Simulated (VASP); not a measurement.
# H22CO11: single point with PBE

System: H22CO11.

```
CELL_PARAMETERS angstrom
7.12037 0.00000 0.00000
0.00000 7.12037 0.00000
0.00000 0.00000 7.12037
ATOMIC_POSITIONS crystal
O 0.45151 0.52134 0.97029
O 0.73249 0.23785 0.50256
O 0.12131 0.31232 0.87893
O 0.55660 0.90853 0.40471
O 0.30588 0.03446 0.16201
O 0.88452 0.72960 0.18849
O 0.05106 0.01750 0.43565
O 0.56042 0.17409 0.85827
O 0.58482 0.54628 0.34651
O 0.26400 0.46548 0.54438
O 0.96446 0.71314 0.80709
H 0.51892 0.40047 0.93324
H 0.31848 0.48585 0.95645
H 0.70669 0.36575 0.43619
H 0.87001 0.20443 0.49559
H 0.18359 0.29417 0.75314
H 0.17353 0.20940 0.95232
H 0.58820 0.02085 0.47191
H 0.51188 0.95753 0.28506
H 0.28184 0.91998 0.08330
H 0.19770 0.03762 0.24726
H 0.91462 0.71071 0.05154
H 0.79232 0.63747 0.22722
H 0.95002 0.94255 0.36667
H 0.09501 0.92412 0.52222
H 0.61896 0.18196 0.73457
H 0.65922 0.12577 0.92977
H 0.53851 0.53240 0.21089
H 0.59709 0.66985 0.39950
H 0.31205 0.55850 0.62608
H 0.36568 0.45225 0.45569
H 0.90727 0.56843 0.58027
H 0.78218 0.49063 0.80052
C 0.87208 0.59831 0.72645
```

| Quantity | Value |
| --- | --- |
| Program | VASP 6.6.1 |
| Task | single point |
| Functional | PBE |
| Potentials or basis | VASP PAW PBE potentials, release 64 (O, H, C) |
| Cutoff | 520 eV |
| k mesh | 1 × 1 × 1 |
| Occupations | fermi-dirac, width 0.05 eV |
| Spin | no spin polarisation |
| Dipole correction | no |
| Further INCAR settings | LREAL = Auto; ALGO = Normal; EDIFF = 1e-06; NBANDS = 69 |

* Pressure: 1.3 GPa
* Largest force: 3.000 eV/Å
* Band gap on the k mesh: 3.65 eV

Forces on the atoms (eV/Å):
```
O    0.783 -0.454  0.263
O    0.765  1.118 -0.321
O    0.457 -0.161 -1.081
O    0.112 -1.040  0.312
O   -0.135 -0.899 -1.958
O    0.972  0.577 -0.812
O   -1.753 -0.336 -1.121
O   -1.218  0.673 -0.938
O    0.115 -2.763 -1.162
O   -1.168 -1.064 -0.245
O    0.803  2.051  1.415
H   -0.790  0.603  0.086
H   -0.056 -0.241  0.090
H    0.113 -1.479  0.685
H   -1.075  0.214 -0.071
H   -0.538  0.482  0.724
H    0.160 -0.253  0.473
H    0.552  0.815  0.432
H   -0.580 -0.009 -0.262
H    0.297  1.036  0.661
H   -0.133 -0.094  0.759
H   -0.216  0.142  0.823
H   -0.190 -0.278 -0.032
H    0.866  0.514  0.292
H    0.527 -0.417  0.717
H    0.113  0.368 -0.799
H    1.490 -0.974  1.554
H   -0.064  0.878  0.781
H   -0.536  1.818 -0.283
H    0.421  1.075  1.084
H    0.547 -0.041 -0.600
H   -0.386  0.074 -0.852
H   -0.054  0.760 -0.261
C   -0.202 -2.696 -0.354
```

Stress tensor (GPa, compression positive):
```
1.24 0.48 0.15
0.48 1.14 0.45
0.15 0.45 1.38
```

Levels at points of the mesh, in eV from the valence-band top:
```tsv
k point	band 44	band 45	band 46	band 47	band 48	band 49
(0.00, 0.00, 0.00)	-0.37	-0.19	0.00	3.65	4.51	7.00
```

It took 72 s on 1 thread of AMD EPYC 7R13 (shared host), peak memory 0.34 GiB.

Caveat: the k points lie up to 0.88 Å⁻¹ apart, too coarse for converged energies, forces and pressures.
